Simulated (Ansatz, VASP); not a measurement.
## One calculation of AlAuC6N6, two programs

```
Al C Au N
1.0
     0.00000    5.04950    5.04950
     5.04950    0.00000    5.04950
     5.04950    5.04950    0.00000
Al C Au N
1 6 1 6
Direct
  0.50000 0.50000 0.50000
  0.81018 0.18982 0.18982
  0.18982 0.81018 0.18982
  0.18982 0.18982 0.81018
  0.18982 0.81018 0.81018
  0.81018 0.18982 0.81018
  0.81018 0.81018 0.18982
  0.00000 0.00000 0.00000
  0.69433 0.30567 0.30567
  0.30567 0.69433 0.30567
  0.30567 0.30567 0.69433
  0.30567 0.69433 0.69433
  0.69433 0.30567 0.69433
  0.69433 0.69433 0.30567
```

Alike in both runs: task single point; functional PBE; k mesh 4 × 4 × 4; occupations gaussian, width 0.1 eV; collinear spin.

|  | VASP | Ansatz |
| --- | --- | --- |
| version | VASP 6.6.1 | Ansatz 0.2.0 |
| potentials or method | VASP PAW PBE potentials, release 64 (Al, C, Au, N), cutoff 520 eV | scalar-relativistic, plane waves, PAW |
| valence electrons in the cell | 68 | 76 |

|  | VASP | Ansatz | Ansatz less VASP |
| --- | --- | --- | --- |
| gap on the k mesh at the Fermi level (eV) | none | none | - |
| pressure (GPa) | 15.5 | 15.1 | -0.33 |
| rms of the force components (eV/Å) | 2.346 | 2.486 | +0.1401 |
| net moment per atom (μB) | 0.14 | 0.14 | 0.000 |
| size of the moment on the site where the two differ most (μB) | 0.14 | 0.07 | -0.074 |

Site moments also hang on the region over which each program counts them. Atom by atom the forces differ by 0.192 eV/Å (rms over components). A gap of «none» marks a metal or a gap that the smearing closes. VASP's potentials hold 68 valence electrons a cell and Ansatz's 76, so a difference there can come from the potentials and not from the codes.

Spin-orbit coupling is off throughout. Noted on VASP's run: the standard files for N, O and F lose accuracy on very short bonds.
